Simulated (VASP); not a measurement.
# TePb (Fm-3m) in VASP: a series of runs

The runs below take TePb through single point, with PBE.

All numbers are computed with VASP 6.6.1; they aren't measurements. Logs are shortened: lines on timing, memory, paths and dates and some standing lists are left out, and cuts for length are marked.

### Step 1. The cell of the first run

It takes space group Fm-3m (No. 225, cubic). The conventional cell has a = 6.666 Å, b = 6.666 Å, c = 6.666 Å, α = 90.00°, β = 90.00°, γ = 90.00°. Within 4.4 Å of Pb (site symmetry m-3m) lie 6 Te at 3.33 Å. Within 4.4 Å of Te (site symmetry m-3m) lie 6 Pb at 3.33 Å.

### Step 2. Single point, PBE (strain +2.0%)

The input, INCAR:

```
SYSTEM = TePb
PREC = Accurate
ENCUT = 520
EDIFF = 1E-6
ISMEAR = -1
SIGMA = 0.02
LREAL = .False.
LASPH = .True.
NELM = 100
ALGO = Normal
ISIF = 2
LWAVE = .False.
LCHARG = .False.
GGA = PE
NBANDS = 17
```

The input, KPOINTS:

```
regular mesh
0
Gamma
  8 8 8
  0 0 0
```

The input, POSCAR:

```
TePb
1.0
    0.0000000000      3.3331935858      3.3331935858
    3.3331935858      0.0000000000      3.3331935858
    3.3331935858      3.3331935858      0.0000000000
Pb Te
1 1
Direct
    0.0000000000      0.0000000000      0.0000000000
    0.5000000000      0.5000000000      0.5000000000
```

Potentials or basis: VASP PAW PBE potentials, release 64 (Pb_d, Te).

The run is started by

```console
cat potpaw_PBE.64/Pb_d/POTCAR potpaw_PBE.64/Te/POTCAR > POTCAR
mpirun -np 1 vasp_std > vasp.out
```

OUTCAR:

```text
SYSTEM = TePb
   PREC = Accurate
   ENCUT = 520
   EDIFF = 1E-6
   ISMEAR = -1
   LREAL = .False.
   LASPH = .True.
   NELM = 100
   ISIF = 2
   GGA = PE

 ion  position               nearest neighbor table
   1  0.000  0.000  0.000-   2 3.33   2 3.33   2 3.33   2 3.33   2 3.33   2 3.33
   2  0.500  0.500  0.500-   1 3.33   1 3.33   1 3.33   1 3.33   1 3.33   1 3.33

  LATTYP: Found a face centered cubic cell.
 ALAT       =     6.6663871716

  Lattice vectors:

 A1 = (   0.0000000000,   3.3331935858,   3.3331935858)
 A2 = (   3.3331935858,   0.0000000000,   3.3331935858)
 A3 = (   3.3331935858,   3.3331935858,   0.0000000000)

Analysis of symmetry for initial positions (statically):
=====================================================================
 Subroutine PRICEL returns:
 Original cell was already a primitive cell.

 Routine SETGRP: Setting up the symmetry group for a
 face centered cubic supercell.

 Subroutine GETGRP returns: Found 48 space group operations
 (whereof 48 operations were pure point group operations)
 out of a pool of 48 trial point group operations.

The static configuration has the point symmetry O_h .

Analysis of symmetry for dynamics (positions and initial velocities):
=====================================================================
 Subroutine PRICEL returns:
 Original cell was already a primitive cell.

 Routine SETGRP: Setting up the symmetry group for a
 face centered cubic supercell.

 Subroutine GETGRP returns: Found 48 space group operations
 (whereof 48 operations were pure point group operations)
 out of a pool of 48 trial point group operations.

The dynamic configuration has the point symmetry O_h .

 Subroutine INISYM returns: Found 48 space group operations
 (whereof 48 operations are pure point group operations),
 and found     1 'primitive' translations

----------------------------------------------------------------------------------------

                                     Primitive cell

  volume of cell :      74.0648

  direct lattice vectors                    reciprocal lattice vectors
     0.000000000  3.333193586  3.333193586    -0.150006289  0.150006289  0.150006289
     3.333193586  0.000000000  3.333193586     0.150006289 -0.150006289  0.150006289
     3.333193586  3.333193586  0.000000000     0.150006289  0.150006289 -0.150006289

  length of vectors
     4.713847575  4.713847575  4.713847575     0.259818514  0.259818514  0.259818514

  position of ions in fractional coordinates (direct lattice)
     0.000000000  0.000000000  0.000000000
     0.500000000  0.500000000  0.500000000

  ion indices of the primitive-cell ions
   primitive index   ion index
                 1           1
                 2           2

----------------------------------------------------------------------------------------

 KPOINTS: regular mesh

Automatic generation of k-mesh.
 Grid dimensions read from file:
 generate k-points for:    8    8    8

 Generating k-lattice:

  Cartesian coordinates                     Fractional coordinates (reciprocal lattice)
    -0.018750786  0.018750786  0.018750786     0.125000000  0.000000000  0.000000000
     0.018750786 -0.018750786  0.018750786     0.000000000  0.125000000  0.000000000
     0.018750786  0.018750786 -0.018750786     0.000000000  0.000000000  0.125000000

  Length of vectors
     0.032477314  0.032477314  0.032477314

  Shift w.r.t. Gamma in fractional coordinates (k-lattice)
     0.000000000  0.000000000  0.000000000

 Subroutine IBZKPT returns following result:
 ===========================================

 Found     29 irreducible k-points:

 Following reciprocal coordinates:
            Coordinates               Weight
  0.000000  0.000000  0.000000      1.000000
  0.125000  0.000000  0.000000      8.000000
  0.250000  0.000000  0.000000      8.000000
  0.375000  0.000000  0.000000      8.000000
  0.500000  0.000000  0.000000      4.000000
  0.125000  0.125000  0.000000      6.000000
[... 16 lines left out ...]
  0.500000  0.250000  0.125000     48.000000
 -0.375000  0.250000  0.125000     24.000000
 [... further k-points ...]
   k-points           NKPTS =     29   k-points in BZ     NKDIM =     29   number of bands    NBANDS=     17
   number of dos      NEDOS =    301   number of ions     NIONS =      2
   total plane-waves  NPLWV =  46656
   dimension x,y,z NGX =    36 NGY =   36 NGZ =   36
   dimension x,y,z NGXF=    72 NGYF=   72 NGZF=   72
   ions per type =               1   1
   NGX,Y,Z   is equivalent  to a cutoff of  12.70, 12.70, 12.70 a.u.
   NGXF,Y,Z  is equivalent  to a cutoff of  25.39, 25.39, 25.39 a.u.
 SYSTEM =  TePb
   PREC   = accura    normal or accurate (medium, high low for compatibility)
   ISTART =      0    job   : 0-new  1-cont  2-samecut
   ICHARG =      2    charge: 1-file 2-atom 10-const
   ISPIN  =      1    spin polarized calculation?
   LNONCOLLINEAR =      F non collinear calculations
   LSORBIT =      F    spin-orbit coupling
   LASPH  =      T    aspherical Exc in radial PAW
   ENCUT  =  520.0 eV  38.22 Ry    6.18 a.u.   8.76  8.76  8.76*2*pi/ulx,y,z
   NELM   =    100;   NELMIN=  2; NELMDL= -5     # of ELM steps
   EDIFF  = 0.1E-05   stopping-criterion for ELM
   LREAL  =      F    real-space projection
   EDIFFG = 0.1E-04   stopping-criterion for IOM
   NSW    =      0    number of steps for IOM
   IBRION =     -1    ionic relax: 0-MD 1-quasi-New 2-CG
   NFREE  =      0    steps in history (QN), initial steepest desc. (CG)
   ISIF   =      2    stress and relaxation
   ISYM   =      2    0-nonsym 1-usesym 2-fastsym
   POTIM  = 0.5000    time-step for ionic-motion
   TEBEG  =    0.0;   TEEND  =   0.0 temperature during run
   PSTRESS=    0.0 pullay stress
   NELECT =      20.0000    total number of electrons
   NUPDOWN=      -1.0000    fix difference up-down
   EMIN   =  10.00;   EMAX   =-10.00  energy-range for DOS
   EFERMI =   0.00;   METHOD = LEGACY
   ISMEAR =    -1;   SIGMA  =   0.02  broadening in eV -4-tet -1-fermi 0-gaus
   EFERMI_NEDOS =   21; number of points for ismear=-14 and -15
   IALGO  =     38    algorithm
   IMIX   =      4    mixing-type and parameters
     AMIX     =   0.40;   BMIX     =  1.00
     AMIX_MAG =   1.60;   BMIX_MAG =  1.00
  volume/ion in A,a.u.               =      37.03       249.91
  Fermi-wavevector in a.u.,A,eV,Ry     =   1.058151  1.999615 15.234218  1.119683
  Thomas-Fermi vector in A             =   2.193450
   LORBIT       =      0    0 simple, 1 ext, 2 COOP (PROOUT), +10 PAW based schemes
   GGA     = PE    functional components
   LHFCALC =     F    Hartree Fock is set to
   AEXX    =    0.0000 exact exchange contribution
   IVDW    =     0    specifies the selected vdW correction
   LEPSILON=     F    determine dielectric tensor
   LRPA    =     F    only Hartree local field effects (RPA)
 non-spin polarized calculation
  energy-cutoff  :      520.00
  volume of cell :       74.06
 maximum number of plane-waves:      2012
   NGX = 17   NGY = 17   NGZ = 17

 number of electron      19.9999998 magnetization

 Free energy of the ion-electron system (eV)
  ---------------------------------------------------
  ext. energy  EPLUGINS =         0.00000000
  ---------------------------------------------------
  free energy    TOTEN  =        -7.50707911 eV

  energy without entropy =       -7.50707911  energy(sigma->0) =       -7.50707911

 E-fermi :   4.9445     XC(G=0):  -8.8860

 val. band max:        4.4671416980   @ k =   0.5000   0.0000   0.0000
 cond. band min:       5.3722580710   @ k =   0.5000   0.0000   0.0000
 fundamental gap:      0.9051163730
 Fermi energy:         4.9445046411

 k-point     1 :       0.0000    0.0000    0.0000
  band No.  band energies     occupation
      1     -12.1246      2.00000
      2     -12.1246      2.00000
      3     -12.1217      2.00000
      4     -12.1217      2.00000
      5     -12.1217      2.00000
      6      -6.8156      2.00000
[... 9 lines left out ...]
     16      10.4753      0.00000
     17      11.7035      0.00000

 k-point     2 :       0.1250    0.0000    0.0000
  band No.  band energies     occupation
      1     -12.1258      2.00000
      2     -12.1258      2.00000
      3     -12.1214      2.00000
      4     -12.1202      2.00000
      5     -12.1202      2.00000
      6      -6.6990      2.00000
[... 9 lines left out ...]
     16      10.7456      0.00000
     17      12.6179      0.00000

 k-point     3 :       0.2500    0.0000    0.0000
  band No.  band energies     occupation
      1     -12.1292      2.00000
      2     -12.1292      2.00000
      3     -12.1206      2.00000
      4     -12.1159      2.00000
      5     -12.1159      2.00000
      6      -6.3667      2.00000
[... 9 lines left out ...]
     16      11.4934      0.00000
     17      14.3232      0.00000

 k-point     4 :       0.3750    0.0000    0.0000
  band No.  band energies     occupation
      1     -12.1326      2.00000
      2     -12.1326      2.00000
      3     -12.1199      2.00000
      4     -12.1115      2.00000
      5     -12.1115      2.00000
      6      -5.9009      2.00000
[... 9 lines left out ...]
     16      12.6442      0.00000
     17      14.7858      0.00000

 k-point     5 :       0.5000    0.0000    0.0000
  band No.  band energies     occupation
      1     -12.1341      2.00000
      2     -12.1341      2.00000
      3     -12.1196      2.00000
      4     -12.1097      2.00000
      5     -12.1097      2.00000
      6      -5.6134      2.00000
[... 9 lines left out ...]
     16      13.7372      0.00000
     17      13.7372      0.00000

 k-point     6 :       0.1250    0.1250    0.0000
  band No.  band energies     occupation
      1     -12.1284      2.00000
      2     -12.1235      2.00000
      3     -12.1227      2.00000
      4     -12.1193      2.00000
      5     -12.1193      2.00000
      6      -6.6609      2.00000
[... 9 lines left out ...]
     16      11.1957      0.00000
     17      12.1070      0.00000

 k-point     7 :       0.2500    0.1250    0.0000
  band No.  band energies     occupation
      1     -12.1327      2.00000
      2     -12.1247      2.00000
      3     -12.1225      2.00000
      4     -12.1165      2.00000
      5     -12.1153      2.00000
      6      -6.4029      2.00000
[... 9 lines left out ...]
     16      12.0002      0.00000
     17      13.1459      0.00000

 k-point     8 :       0.3750    0.1250    0.0000
  band No.  band energies     occupation
      1     -12.1364      2.00000
      2     -12.1281      2.00000
      3     -12.1207      2.00000
      4     -12.1136      2.00000
      5     -12.1108      2.00000
      6      -5.9807      2.00000
[... 9 lines left out ...]
     16      13.1250      0.00000
     17      14.4690      0.00000
[... 203 lines left out ...]
      1     -12.1570      2.00000
      2     -12.1262      2.00000
      3     -12.1192      2.00000
      4     -12.1063      2.00000
      5     -12.1056      2.00000
      6      -5.4798      2.00000
[... 9 lines left out ...]
     16      14.6593      0.00000
     17      15.0078      0.00000

 k-point    20 :      -0.3750    0.3750    0.0000
  band No.  band energies     occupation
      1     -12.1520      2.00000
      2     -12.1232      2.00000
      3     -12.1219      2.00000
      4     -12.1089      2.00000
      5     -12.1068      2.00000
      6      -5.3667      2.00000
[... 9 lines left out ...]
     16      13.6136      0.00000
     17      15.1435      0.00000

 k-point    21 :       0.5000    0.5000    0.0000
  band No.  band energies     occupation
      1     -12.1614      2.00000
      2     -12.1281      2.00000
      3     -12.1171      2.00000
      4     -12.1044      2.00000
      5     -12.1044      2.00000
      6      -5.4471      2.00000
[... 9 lines left out ...]
     16      14.8161      0.00000
     17      15.3223      0.00000

 k-point    22 :       0.3750    0.2500    0.1250
  band No.  band energies     occupation
      1     -12.1376      2.00000
      2     -12.1253      2.00000
      3     -12.1223      2.00000
      4     -12.1135      2.00000
      5     -12.1123      2.00000
      6      -6.1012      2.00000
[... 9 lines left out ...]
     16      12.9668      0.00000
     17      13.4285      0.00000

 k-point    23 :       0.5000    0.2500    0.1250
  band No.  band energies     occupation
      1     -12.1408      2.00000
      2     -12.1279      2.00000
      3     -12.1197      2.00000
      4     -12.1122      2.00000
      5     -12.1097      2.00000
      6      -5.6995      2.00000
[... 9 lines left out ...]
     16      13.3376      0.00000
     17      14.2969      0.00000

 k-point    24 :      -0.3750    0.2500    0.1250
  band No.  band energies     occupation
      1     -12.1419      2.00000
      2     -12.1293      2.00000
      3     -12.1171      2.00000
      4     -12.1135      2.00000
      5     -12.1083      2.00000
      6      -5.4719      2.00000
[... 9 lines left out ...]
     16      14.2264      0.00000
     17      14.4734      0.00000

 [... further k-points ...]
[... 5 lines left out ...]
  --------------------------------------------------------------------------------------
  -------------------------------------------------------------------------------------
  Total       -0.7328921     -0.7328921     -0.7328921      0.0000000      0.0000000      0.0000000
  in kB      -15.8540062    -15.8540062    -15.8540062      0.0000000      0.0000000      0.0000000
  external PRESSURE =     -15.8540062 kB  Pullay stress =       0.0000000 kB

 VOLUME and BASIS-vectors are now :
 -----------------------------------------------------------------------------
  energy-cutoff  :      520.00
  volume of cell :       74.06
      direct lattice vectors                 reciprocal lattice vectors
     0.000000000  3.333193586  3.333193586    -0.150006289  0.150006289  0.150006289
     3.333193586  0.000000000  3.333193586     0.150006289 -0.150006289  0.150006289
     3.333193586  3.333193586  0.000000000     0.150006289  0.150006289 -0.150006289

 POSITION                                       TOTAL-FORCE (eV/Angst)
 -----------------------------------------------------------------------------------
      0.00000      0.00000      0.00000         0.000000      0.000000      0.000000
      3.33319      3.33319      3.33319        -0.000000      0.000000     -0.000000
 -----------------------------------------------------------------------------------
    total drift:                               -0.000000      0.000000      0.000000

  FREE ENERGIE OF THE ION-ELECTRON SYSTEM (eV)
  ---------------------------------------------------
  free  energy   TOTEN  =        -7.5070791085 eV

  energy  without entropy=       -7.5070791085  energy(sigma->0) =       -7.50707911
```

Run time: 29 s. Hardware: 1 thread of Intel Xeon 8259CL, shared host; peak memory 0.22 GiB.

What came out:

```yaml
Free_energy: -7.5071 eV
Pressure: -1.6 GPa
Band_gap_on_the_k_mesh: 0.91 eV
```

Caveat: the cell differs from its parent crystal (strain +2.0%); spin-orbit coupling is left out, which moves the levels of the heavy elements. A k mesh can miss the band edges.

### Step 3. Single point, PBE (strain +3.0%)

The input, INCAR:

```
ALGO = Normal
EDIFF = 1E-6
ENCUT = 520
GGA = PE
ISIF = 2
ISMEAR = -1
LASPH = T
LCHARG = F
LREAL = F
LWAVE = F
NBANDS = 17
NELM = 80
PREC = Accurate
SIGMA = 0.02
```

The input, KPOINTS:

```
k-points
0
Gamma
  8 8 8
```

The input, POSCAR:

```
TePb
1.0
    0.0000000000      3.3658719543      3.3658719543
    3.3658719543      0.0000000000      3.3658719543
    3.3658719543      3.3658719543      0.0000000000
Pb Te
1 1
Direct
    0.0000000000      0.0000000000      0.0000000000
    0.5000000000      0.5000000000      0.5000000000
```

Potentials or basis: VASP PAW PBE potentials, release 64 (Pb_d, Te).

The run is started by

```console
cat potpaw_PBE.64/Pb_d/POTCAR potpaw_PBE.64/Te/POTCAR > POTCAR
mpirun -np 1 vasp_std > vasp.out
```

Wall time 36 s (1 thread of Intel Xeon 8259CL, shared host); peak memory 0.22 GiB.

The run converged. Its results:

- Free energy: -7.4799 eV
- Pressure: -2.4 GPa
- Band gap on the k mesh: 0.95 eV

Levels at points of the mesh, in eV from the valence-band top:
| k point | band 6 | band 7 | band 8 | band 9 | band 10 | band 11 | band 12 | band 13 | band 14 | band 15 |
| --- | --- | --- | --- | --- | --- | --- | --- | --- | --- | --- |
| (0.00, 0.00, 0.00) | -11.08 | -5.88 | -0.90 | -0.90 | -0.90 | 3.92 | 3.92 | 3.92 | 6.06 | 6.06 |
| (0.50, 0.00, 0.00) | -9.94 | -8.02 | -0.52 | -0.52 | 0.00 | 0.95 | 1.54 | 1.54 | 8.25 | 8.98 |
| (0.50, 0.50, 0.00) | -9.80 | -7.13 | -3.59 | -2.13 | -2.13 | 3.80 | 5.04 | 5.04 | 6.03 | 9.84 |

Caveat: the cell differs from its parent crystal (strain +3.0%); spin-orbit coupling is left out, which moves the levels of the heavy elements. A k mesh can miss the band edges.
